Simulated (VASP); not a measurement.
The system is Cu.

```
Cu
1.0
     0.00000    1.75882    1.75882
     1.75882    0.00000    1.75882
     1.75882    1.75882    0.00000
Cu
1
Direct
  0.00000 0.00000 0.00000
```

Base run:

| Item | Value |
| --- | --- |
| Program | VASP 6.6.1 |
| Functional | LDA |
| Potentials or basis | VASP PAW LDA potentials, release 64 (Cu) |
| Cutoff | 520 eV |
| k mesh | 12 × 12 × 12 |
| Occupations | fermi-dirac, width 0.1 eV |
| Spin | no spin polarisation |

Its results: pressure 1.0 GPa.

**Question.** After a change of settings the same cell gave: pressure 30.2 GPa. Which change was it?
A. k mesh from 12 × 12 × 12 to 2 × 2 × 2
B. k mesh from 12 × 12 × 12 to 5 × 5 × 5
C. k mesh from 12 × 12 × 12 to 15 × 15 × 15; occupations from fermi-dirac, width 0.1 eV to methfessel-paxton, width 0.3 eV
D. k mesh from 12 × 12 × 12 to 7 × 7 × 7; further incar settings from ALGO = Normal; EDIFF = 1e-06; NBANDS = 12 to ALGO = Normal; EDIFF = 1e-07; NBANDS = 12

**Answer.** A.

Caveats: some runs use coarse meshes.
